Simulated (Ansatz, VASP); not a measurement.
One calculation of Sc, two programs

Contents of INCAR:

```
SYSTEM = Sc
PREC = Accurate
ENCUT = 520
EDIFF = 1E-7
ISMEAR = -1
SIGMA = 0.01
LREAL = .False.
LASPH = .True.
NELM = 100
ALGO = Normal
ISIF = 2
LWAVE = .False.
LCHARG = .False.
GGA = RP
NBANDS = 18
```

KPOINTS

```
Automatic mesh
0
Gamma
  8 8 5
  0 0 0
```

POSCAR

```
Sc
1.0
    3.3363483476      0.0000000000      0.0000000000
   -1.6681741738      2.8893845451      0.0000000000
    0.0000000000      0.0000000000      5.3168829682
Sc
2
Direct
    0.3333333333      0.6666666667      0.2500000000
    0.6666666667      0.3333333333      0.7500000000
```

Input for Ansatz:

```yaml
crystal:
  lattice:
    - [3.3363483476483538, 0.0, 0.0]
    - [-1.6681741738241769, 2.8893845451362608, 0.0]
    - [0.0, 0.0, 5.316882968163815]
  atoms:
    - { symbol: Sc, position: [0.3333333333333333, 0.6666666666666666, 0.25] }
    - { symbol: Sc, position: [0.6666666666666666, 0.3333333333333333, 0.75] }
basis:
  ecutwfc: 530.0
kpoints:
  mp_grid:
    grid: [8, 8, 5]
hamiltonian:
  xc: rpbe
scf:
  algorithm: density_mixing
  self_checks: high
  lower_state_search: "off"
  occupations:
    method: fermi_dirac
    width: 0.01
output:
  stress: true
```

Alike in both runs: task single point; functional RPBE; k mesh 8 × 8 × 5; occupations fermi-dirac, width 0.01 eV; no spin polarisation.

|  | VASP | Ansatz |
| --- | --- | --- |
| version | VASP 6.6.1 | Ansatz 0.2.0 |
| potentials or method | VASP PAW PBE potentials, release 64 (Sc_sv), cutoff 520 eV | plane waves, PAW |
| valence electrons in the cell | 22 | 22 |

```csv
,VASP,Ansatz,Ansatz less VASP
gap on the k mesh at the Fermi level (eV),none,none,-
pressure (GPa),0.0,0.0,-0.03
"traceless stress, the component that is largest in VASP (GPa)",-0.60,-0.61,-0.005
```

VASP's potentials were made for PBE, not for RPBE. A gap of «none» marks a metal or a gap that the smearing closes. Ansatz's warnings: near symmetry operations not taken.
